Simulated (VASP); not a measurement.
Set up this calculation in VASP 6.6.1, as the native input.

- Task: single point
- Functional: PBE
- Potentials or basis: VASP PAW PBE potentials, release 64 (Sn_d, Se, S)
- Cutoff: 520 eV
- k mesh: 4 × 4 × 4
- Occupations: gaussian, width 0.1 eV
- Spin: no spin polarisation
- Dipole correction: no
- Further INCAR settings: ALGO = Normal; EDIFF = 1e-06; NBANDS = 50

The structure of Sn4Se3S lies in POSCAR:

```
Sn4Se3S
1.0
    4.3510376980     -4.2492060032      0.0000000000
    4.3510376980      4.2492060032      0.0000000000
   -4.2213946099      0.0000000000      6.1102509861
Sn Se S
4 3 1
Direct
    0.0178045275      0.4990264752      0.9855408836
    0.7697446034      0.7697446034      0.5173598887
    0.4990264752      0.0178045275      0.9855408836
    0.2731154155      0.2731154155      0.5271734355
    0.7493834265      0.2550971056      0.5200125719
    0.2550971056      0.7493834265      0.5200125719
    0.9786573927      0.9786573927      0.9764637631
    0.4573055103      0.4573055103      0.9679005930
```

The input as run:

INCAR

```
  PREC = Accurate
  ENCUT = 520
  EDIFF = 1E-6
  ISMEAR = 0
  SIGMA = 0.1
  LREAL = F
  LASPH = T
  NELM = 60
  ALGO = Normal
  ISIF = 2
  LWAVE = F
  LCHARG = T
  GGA = PE
  LELF = T
  LVHAR = T
  NBANDS = 50
```

KPOINTS

```
Automatic mesh
0
Gamma
  4 4 4
```

Potentials or basis: VASP PAW PBE potentials, release 64 (Sn_d, Se, S).

Launch:

```sh
$ cat potpaw_PBE.64/Sn_d/POTCAR potpaw_PBE.64/Se/POTCAR potpaw_PBE.64/S/POTCAR > POTCAR
$ mpirun -np 1 vasp_std > vasp.out
```

Results of the run:

| Item | Value |
| --- | --- |
| Pressure | 0.0 GPa |
| Largest force | 0.031 eV/Å |
| Band gap on the k mesh | 0.75 eV |

Caveat: spin-orbit coupling is left out, which moves the levels of the heavy elements.

Run time: 8.1 min on 1 thread of Intel Xeon 8259CL, on a shared host, peak memory 0.48 GiB.
